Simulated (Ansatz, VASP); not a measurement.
## Ir: VASP beside Ansatz

The input INCAR:

```
SYSTEM = Ir
  PREC = Accurate
  ENCUT = 520
  EDIFF = 1E-6
  ISMEAR = -1
  SIGMA = 0.1
  LREAL = .False.
  LASPH = .True.
  NELM = 80
  ALGO = Normal
  ISIF = 2
  LWAVE = .False.
  LCHARG = .False.
  GGA = B5
  ALDAX = 1.0
  AGGAX = 1.0
  AGGAC = 1.0
  ALDAC = 0.0
  NBANDS = 10
```

The input KPOINTS:

```
regular mesh
0
Gamma
  13 13 13
  0 0 0
```

Contents of POSCAR:

```
Ir
1.0
    2.5819032812      0.0000000000      0.0000000000
    0.0000000000      2.5819032812      0.0000000000
    0.0000000000      0.0000000000      2.5819032812
Ir
1
Direct
    0.0000000000      0.0000000000      0.0000000000
```

Input for Ansatz:

```yaml
crystal:
  lattice:
    - [2.5819032812, 0.0, 0.0]
    - [0.0, 2.5819032812, 0.0]
    - [0.0, 0.0, 2.5819032812]
  atoms:
    - { symbol: Ir, position: [0.0, 0.0, 0.0] }
hamiltonian:
  xc: blyp
  pseudopotentials:
    kind: paw
    azcp:
      Ir: "pseudopotentials/Ir.paw.azcp"
basis:
  ecutwfc: 420
  fft_grid_basis: typed
kpoints:
  mp_grid: { grid: [13, 13, 13], shift: [0, 0, 0] }
magnetization:
  spin_polarized: false
scf:
  occupations: { method: fermi_dirac, width: 0.1 }
  lower_state_search: "off"
output:
  stress: true
  write_density: true
  write_potential: true
  elf: true
  volumetric_format: npy
```

Alike in both runs: task single point; functional BLYP; k mesh 13 × 13 × 13; occupations fermi-dirac, width 0.1 eV; no spin polarisation.

|  | VASP | Ansatz |
| --- | --- | --- |
| version | VASP 6.6.1 | Ansatz 0.2.0 |
| potentials or method | VASP PAW PBE potentials, release 64 (Ir), cutoff 520 eV | plane waves (420 eV) with PAW, scalar-relativistic |
| valence electrons in the cell | 9 | 17 |

Ansatz gave:

```
pressure (GPa) : 9.4
```

**Question.** Which values does VASP return?

**Answer.** Pressure (GPa): 11.2.

VASP's potentials were made for PBE, not for BLYP. VASP's potentials hold 9 valence electrons a cell and Ansatz's 17, so a difference there can come from the potentials and not from the codes.

Neither program's run includes spin-orbit coupling.
